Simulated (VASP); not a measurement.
Write the native input for VASP 6.6.1 that does the following.

- Task: single point
- Functional: PBEsol
- Potentials or basis: VASP PAW PBE potentials, release 64 (Hf_pv)
- Cutoff: 520 eV
- k mesh: 10 × 10 × 10
- Occupations: gaussian, width 0.1 eV
- Spin: no spin polarisation
- Dipole correction: no
- Further INCAR settings: ALGO = Normal; EDIFF = 1e-06; NBANDS = 11

The structure of Hf lies in POSCAR:

```
Hf
1.0
   -1.8050000000      1.8050000000      1.8050000000
    1.8050000000     -1.8050000000      1.8050000000
    1.8050000000      1.8050000000     -1.8050000000
Hf
1
Direct
    0.0000000000      0.0000000000      0.0000000000
```

The input as run:

INCAR

```
  PREC = Accurate
  ENCUT = 520
  EDIFF = 1E-6
  ISMEAR = 0
  SIGMA = 0.1
  LREAL = F
  LASPH = T
  NELM = 100
  ALGO = Normal
  ISIF = 2
  LWAVE = F
  LCHARG = F
  GGA = PS
  NBANDS = 11
```

KPOINTS

```
regular mesh
0
Gamma
  10 10 10
```

Potentials or basis: VASP PAW PBE potentials, release 64 (Hf_pv).

The run is started by

```console
$ cat potpaw_PBE.64/Hf_pv/POTCAR > POTCAR
$ mpirun -np 1 vasp_std > vasp.out
```

It gave:

```json
{"Pressure": "-9.4 GPa", "Band gap on the k mesh": "zero (band 5 reaches 5.55 eV, above the bottom of band 6 at 3.38 eV)"}
```

Caveat: the PAW data sets were made with another functional, which shifts forces and pressure a little; spin-orbit coupling is left out, which moves the levels of the heavy elements.

It took 7 s on 1 thread of Intel Xeon 8259CL, with other jobs on the host, peak memory 0.14 GiB.
